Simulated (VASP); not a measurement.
Crystal: KPt.

```
K Pt
1.0
     3.00085    0.00000    0.00000
    -1.50042    2.59881    0.00000
     0.00000    0.00000    5.34558
K Pt
1 1
Direct
  0.00000 0.00000 0.50000
  0.66667 0.33333 0.00000
```

Base run:

```yaml
Program: VASP 6.6.1
Functional: LDA
Potentials_or_basis: VASP PAW LDA potentials, release 64 (K_sv, Pt)
Cutoff: 500 eV
k_mesh: 11 × 11 × 6
Occupations: fermi-dirac, width 0.08 eV
Spin: collinear spin, ferromagnetic start
Starting_moments: "[0.0, 0.8] μB"
Fixed_moment: 0.8 μB
```

Its results: pressure -4.7 GPa; site moments K +0.03; Pt +0.63 μB.

Task: The run is repeated on the same cell with these changes: fixed moment from 0.8 μB to 0.05 μB; moments at the start from [0.0, 0.8] to [0.0, 0.05]. What comes out?

Result: Pressure -6.7 GPa; site moments K +0.00; Pt +0.04 μB.

Caveats: the total moment is fixed, so each spin has its own Fermi level.
